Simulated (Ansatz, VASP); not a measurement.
**Al: VASP beside Ansatz**

```
Al
1.0
     0.00000    2.07356    2.07356
     2.07356    0.00000    2.07356
     2.07356    2.07356    0.00000
Al
1
Cartesian
  0.0000 0.0000 0.0000
```

Alike in both runs: task single point; functional r2SCAN; k mesh 22 × 22 × 22; occupations fermi-dirac, width 0.1 eV; no spin polarisation.

|  | VASP | Ansatz |
| --- | --- | --- |
| version | VASP 6.6.1 | Ansatz 0.2.0 |
| potentials or method | VASP PAW PBE potentials, release 64 (Al), cutoff 520 eV | plane waves (500 eV) with PAW, scalar-relativistic |
| valence electrons in the cell | 3 | 3 |

|  | VASP | Ansatz | Ansatz less VASP |
| --- | --- | --- | --- |
| pressure (GPa) | -8.3 | -8.0 | +0.24 |

VASP's potentials were made for PBE, not for r2SCAN.
